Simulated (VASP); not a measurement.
# Ge2Sb2Te5 (P-3m1) in VASP: notebook, part 3 of 3

VASP 6.6.1. Earlier steps stand in the parts before.

### 6 Single point, PBE

This run uses another cell than the first one, of 21.47 Å³/atom.

INCAR reads:

```
SYSTEM = Ge2Sb2Te5
PREC = Accurate
ENCUT = 520
EDIFF = 1E-6
ISMEAR = -1
SIGMA = 0.05
LREAL = .False.
LASPH = .True.
NELM = 100
ALGO = Normal
ISIF = 2
LWAVE = .False.
LCHARG = .False.
GGA = PE
NBANDS = 44
```

KPOINTS reads:

```
regular mesh
0
Gamma
  5 5 2
  0 0 0
```

POSCAR reads:

```
Ge2Sb2Te5
1.0
    3.6530681569      0.0000000000      0.0000000000
   -1.8265340784      3.1636498256      0.0000000000
    0.0000000000      0.0000000000     16.7214743923
Te Sb Ge
5 2 2
Direct
    0.6666666667      0.3333333333      0.4350381861
    0.3333333333      0.6666666667      0.5649618139
    0.3333333333      0.6666666667      0.1993655678
    0.6666666667      0.3333333333      0.8006344322
    0.0000000000      0.0000000000      0.0000000000
    0.0000000000      0.0000000000      0.3218766969
    0.0000000000      0.0000000000      0.6781233031
    0.6666666667      0.3333333333      0.1010882196
    0.3333333333      0.6666666667      0.8989117804
```

Potentials or basis: VASP PAW PBE potentials, release 64 (Te, Sb, Ge_d).

Command:

```sh
> cat potpaw_PBE.64/Te/POTCAR potpaw_PBE.64/Sb/POTCAR potpaw_PBE.64/Ge_d/POTCAR > POTCAR
> mpirun -np 1 vasp_std > vasp.out
```

OUTCAR:

```text
SYSTEM = Ge2Sb2Te5
   PREC = Accurate
   ENCUT = 520
   EDIFF = 1E-6
   ISMEAR = -1
   LREAL = .False.
   LASPH = .True.
   NELM = 100
   ISIF = 2
   GGA = PE

 ion  position               nearest neighbor table
   1  0.667  0.333  0.435-   6 2.83   6 2.83   6 2.83   2 3.03   2 3.03   2 3.03
   2  0.333  0.667  0.565-   7 2.83   7 2.83   7 2.83   1 3.03   1 3.03   1 3.03
   3  0.333  0.667  0.199-   8 2.67   8 2.67   8 2.67   6 2.94   6 2.94   6 2.94
   4  0.667  0.333  0.801-   9 2.67   9 2.67   9 2.67   7 2.94   7 2.94   7 2.94
   5  0.000  0.000  0.000-   8 2.70   9 2.70   9 2.70   8 2.70   8 2.70   9 2.70
   6  0.000  0.000  0.322-   1 2.83   1 2.83   1 2.83   3 2.94   3 2.94   3 2.94
   7  0.000  0.000  0.678-   2 2.83   2 2.83   2 2.83   4 2.94   4 2.94   4 2.94
   8  0.667  0.333  0.101-   3 2.67   3 2.67   3 2.67   5 2.70   5 2.70   5 2.70
   9  0.333  0.667  0.899-   4 2.67   4 2.67   4 2.67   5 2.70   5 2.70   5 2.70

  LATTYP: Found a hexagonal cell.
 ALAT       =     3.6530681569
 C/A-ratio  =     4.5773781583

  Lattice vectors:

 A1 = (   3.6530681569,   0.0000000000,   0.0000000000)
[... 183 lines left out ...]
 k-point     1 :       0.0000    0.0000    0.0000
  band No.  band energies     occupation
      1     -14.2293      2.00000
      2     -14.2293      2.00000
      3     -14.2260      2.00000
      4     -14.2260      2.00000
      5     -14.2125      2.00000
      6     -14.2110      2.00000
[... 459 lines left out ...]
     43      14.8664      0.00000
     44      15.1089      0.00000

------------------------ aborting loop because EDIFF is reached ----------------------------------------

  FORCE on cell =-STRESS in cart. coord.  units (eV):
  Direction    XX          YY          ZZ          XY          YZ          ZX
  --------------------------------------------------------------------------------------
  -------------------------------------------------------------------------------------
  Total       36.2284845     36.2284845     36.4486622      0.0000000      0.0000000     -0.0000000
  in kB      300.3585505    300.3585505    302.1839722      0.0000000      0.0000000     -0.0000000
  external PRESSURE =     300.9670244 kB  Pullay stress =       0.0000000 kB

 VOLUME and BASIS-vectors are now :
 -----------------------------------------------------------------------------
  energy-cutoff  :      520.00
  volume of cell :      193.25
      direct lattice vectors                 reciprocal lattice vectors
     3.653068157  0.000000000  0.000000000     0.273742497  0.158045304  0.000000000
    -1.826534078  3.163649826  0.000000000     0.000000000  0.316090609  0.000000000
     0.000000000  0.000000000 16.721474392     0.000000000  0.000000000  0.059803339

 POSITION                                       TOTAL-FORCE (eV/Angst)
 -----------------------------------------------------------------------------------
      1.82653      1.05455      7.27448        -0.000000      0.000000      0.053706
     -0.00000      2.10910      9.44699         0.000000      0.000000     -0.053706
     -0.00000      2.10910      3.33369         0.000000      0.000000      0.009154
      1.82653      1.05455     13.38779        -0.000000     -0.000000     -0.009154
      0.00000      0.00000      0.00000         0.000000      0.000000     -0.000000
      0.00000      0.00000      5.38225        -0.000000      0.000000     -0.040523
      0.00000      0.00000     11.33922         0.000000     -0.000000      0.040523
      1.82653      1.05455      1.69034         0.000000     -0.000000     -0.007521
     -0.00000      2.10910     15.03113        -0.000000      0.000000      0.007521
 -----------------------------------------------------------------------------------
    total drift:                               -0.000000      0.000000      0.000000

  FREE ENERGIE OF THE ION-ELECTRON SYSTEM (eV)
  ---------------------------------------------------
  free  energy   TOTEN  =       -28.2431204874 eV

  energy  without entropy=      -28.2042381637  energy(sigma->0) =      -28.22367933
```

Run time: 84 s. Hardware: 1 thread of AMD EPYC 9R45 (Zen 5), shared host; peak memory 0.32 GiB.

Results:

| Quantity | Value |
| --- | --- |
| Free energy | -28.2431 eV |
| Pressure | 30.1 GPa |
| Largest force | 0.054 eV/Å |
| Band gap on the k mesh | zero (bands 34 and 35 overlap by 2.16 eV) |

Forces on the atoms (eV/Å):
```
Te   0.000  0.000  0.054
Te   0.000  0.000 -0.054
Te   0.000  0.000  0.009
Te   0.000  0.000 -0.009
Te   0.000  0.000  0.000
Sb   0.000  0.000 -0.041
Sb   0.000  0.000  0.041
Ge   0.000  0.000 -0.008
Ge   0.000  0.000  0.008
```

Caveat: the k points lie up to 0.40 Å⁻¹ apart, too coarse for converged energies and pressures of a metal; spin-orbit coupling is left out, which moves the levels of the heavy elements.

### 7 Summary

| level | potentials or basis | cell | k mesh | gap on the mesh (eV) | pressure (GPa) | largest force (eV/Å) |
| --- | --- | --- | --- | --- | --- | --- |
| LDA | VASP PAW LDA potentials, release 64 (Te, Sb, Ge_d) | a = 4.294, b = 4.294, c = 17.101 Å, angles 90.0, 90.0, 120.0°, 9 atoms, atomic positions A | 7 × 7 × 2 | 0.28 | -3.4 | 0.16 |
| PBE | VASP PAW PBE potentials, release 64 (Te, Sb, Ge_d) | a = 4.294, b = 4.294, c = 17.101 Å, angles 90.0, 90.0, 120.0°, 9 atoms, atomic positions A | 7 × 7 × 2 | 0.27 | 0.3 | 0.09 |
| PBEsol | VASP PAW PBE potentials, release 64 (Te, Sb, Ge_d) | a = 4.294, b = 4.294, c = 17.101 Å, angles 90.0, 90.0, 120.0°, 9 atoms, atomic positions A | 7 × 7 × 2 | 0.27 | -2.3 | 0.10 |
| RPBE | VASP PAW PBE potentials, release 64 (Te, Sb, Ge_d) | a = 4.294, b = 4.294, c = 17.101 Å, angles 90.0, 90.0, 120.0°, 9 atoms, atomic positions A | 7 × 7 × 2 | 0.26 | 1.6 | 0.09 |
| PBE | VASP PAW PBE potentials, release 64 (Te, Sb, Ge_d) | a = 3.653, b = 3.653, c = 16.721 Å, angles 90.0, 90.0, 120.0°, 9 atoms, atomic positions B | 5 × 5 × 2 | none | 30.1 | 0.05 |

Alike in all rows: task single point; no spin polarisation; cutoff (eV) 520; smearing fermi-dirac 0.05 eV.

Caveats: some runs use coarse meshes; spin-orbit coupling is left out, which moves the levels of the heavy elements; an odd mesh through Γ misses points on the zone boundary, where band edges can lie (at least some runs); the PAW data sets were made with another functional, which shifts forces and pressure a little (at least some runs); the cell stands under tension (at least some runs).

Total energies depend on the potentials used, so only differences within one code and one set of settings carry meaning.
